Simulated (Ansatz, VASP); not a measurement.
## Two plane-wave programs on PbSe

Contents of POSCAR:

```
PbSe
1.0
    0.0000000000      3.0399133780      3.0696893648
    3.0696893648      0.0000000000      3.0696893648
    3.0696893648      3.0399133780      0.0000000000
Pb Se
1 1
Direct
    0.0000000000      0.0000000000      0.0000000000
    0.5000000000      0.5000000000      0.5000000000
```

The input INCAR.step1:

```
ALGO = Normal
EDIFF = 1E-5
ENCUT = 550
GGA = PE
GGA_COMPAT = False
ISMEAR = 0
LASPH = True
LCHARG = False
LREAL = False
LWAVE = True
NBANDS = 17
NELM = 120
PREC = Accurate
SIGMA = 0.01
```

File INCAR.step2:

```
ALGO = Normal
EDIFF = 1E-6
ENCUT = 550
GGA_COMPAT = False
ISIF = 2
ISMEAR = 0
ISTART = 1
LASPH = True
LCHARG = False
LMIXTAU = True
LREAL = False
LWAVE = False
METAGGA = R2SCAN
NBANDS = 17
NELM = 120
PREC = Accurate
SIGMA = 0.01
```

KPOINTS

```
k-points
0
Gamma
  8 8 8
```

Input for Ansatz:

```yaml
crystal:
  lattice:
    - [0.0, 3.039913378, 3.0696893648]
    - [3.0696893648, 0.0, 3.0696893648]
    - [3.0696893648, 3.039913378, 0.0]
  atoms:
    - { symbol: Pb, position: [0.0, 0.0, 0.0] }
    - { symbol: Se, position: [0.5, 0.5, 0.5] }
kpoints:
  mp_grid: { grid: [8, 8, 8] }
  band_path:
    path:
      - [0.0, 0.0, 0.0]
      - [0.5, 0.0, 0.5]
      - [0.625, 0.25, 0.625]
      - [0.375, 0.375, 0.75]
      - [0.5, 0.5, 0.5]
      - [0.5, 0.25, 0.75]
      - [0.0, 0.0, 0.5]
    npoints: 1
hamiltonian:
  xc: r2scan
scf:
  occupations: { method: fixed }
  n_extra_bands: 4
output:
  forces: true
  stress: true
  eigenvalues: true
```

Change from the starting cell: uniaxial_y strain -1.0%.

Alike in both runs: task single point; functional r2SCAN; k mesh 8 × 8 × 8; no spin polarisation.

```csv
,VASP,Ansatz
version,VASP 6.6.1,Ansatz 0.2.0
potentials or method,"VASP PAW PBE potentials, release 64 (Pb_d, Se)","plane waves, PAW"
plane-wave cutoff (eV),550,500
occupations,"gaussian, width 0.01 eV",fixed
valence electrons in the cell,20,30
```

```csv
,VASP,Ansatz,Ansatz less VASP
gap on the k mesh at the Fermi level (eV),0.57,0.57,-0.006
pressure (GPa),1.6,1.6,-0.02
"traceless stress, the component that is largest in VASP (GPa)",0.87,0.87,-0.003
```

VASP's potentials were made for PBE, not for r2SCAN. VASP's potentials hold 20 valence electrons a cell and Ansatz's 30, so a difference there can come from the potentials and not from the codes.

Spin-orbit coupling is off throughout.
